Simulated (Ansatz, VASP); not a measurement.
Given: the input of a run of Ansatz 0.2.0 on P.

The input input.yaml:

```yaml
crystal:
  lattice:
    - [3.28372772, 0.0, 0.0]
    - [0.0, 34.85703099, 0.0]
    - [0.0, 0.0, 4.63208471]
  atoms:
    - { symbol: P, position: [0.501224, 0.971142, 0.915437] }
    - { symbol: P, position: [0.496688, 0.030591, 0.084735] }
    - { symbol: P, position: [0.0075, 0.028794, 0.411424] }
    - { symbol: P, position: [-0.011883, 0.969938, 0.599927] }
kpoints:
  mp_grid: { grid: [8, 1, 6] }
scf:
  occupations: { method: fermi_dirac, width: 0.05 }
hamiltonian:
  xc: pbe
  pseudopotentials: { kind: all_electron, lapw: { basis_error: 0.001 } }
output:
  forces: true
  stress: true
  eigenvalues: true
  populations: true
```

Potentials or basis: all-electron LAPW, scalar-relativistic.

Launch:

```console
$ ansatz run input.yaml --threads 2 --pin off --max-ram 6144MiB --backend cpu --events-out ev --progress --plain --runs-dir out
```

Q: Set up the same calculation for VASP 6.6.1. Potentials there: VASP PAW PBE potentials, release 64 (P).

A: As run (the cutoff follows the program's own potentials):

Contents of INCAR:

```
SYSTEM = P
ALGO = Normal
EDIFF = 1E-7
ENCUT = 520
GGA = PE
ISIF = 2
ISMEAR = -1
LASPH = .TRUE.
LCHARG = .FALSE.
LREAL = .FALSE.
LWAVE = .FALSE.
NBANDS = 18
NELM = 80
PREC = Accurate
SIGMA = 0.05
```

Contents of KPOINTS:

```
k-points
0
G
  8 1 6
  0 0 0
```

File POSCAR:

```
P
1.0
    3.2837277200      0.0000000000      0.0000000000
    0.0000000000     34.8570309900      0.0000000000
    0.0000000000      0.0000000000      4.6320847100
P
4
Direct
    0.5012240000      0.9711420000      0.9154370000
    0.4966880000      0.0305910000      0.0847350000
    0.0075000000      0.0287940000      0.4114240000
   -0.0118830000      0.9699380000      0.5999270000
```

Potentials or basis: VASP PAW PBE potentials, release 64 (P).

Command:

```bash
$ cat potpaw_PBE.64/P/POTCAR > POTCAR
$ mpirun -np 1 vasp_std > vasp.out
```

Both were run:

|  | VASP | Ansatz | Ansatz less VASP |
| --- | --- | --- | --- |
| gap on the k mesh at the Fermi level (eV) | 1.09 | 1.08 | -0.012 |
| least direct gap on the mesh (eV) | 1.09 | 1.08 | -0.012 |
| rms of the force components (eV/Å) | 0.371 | 0.383 | +0.0118 |

Atom by atom the forces differ by 0.028 eV/Å (rms over components). Ansatz ran all-electron here, and VASP with PAW potentials.
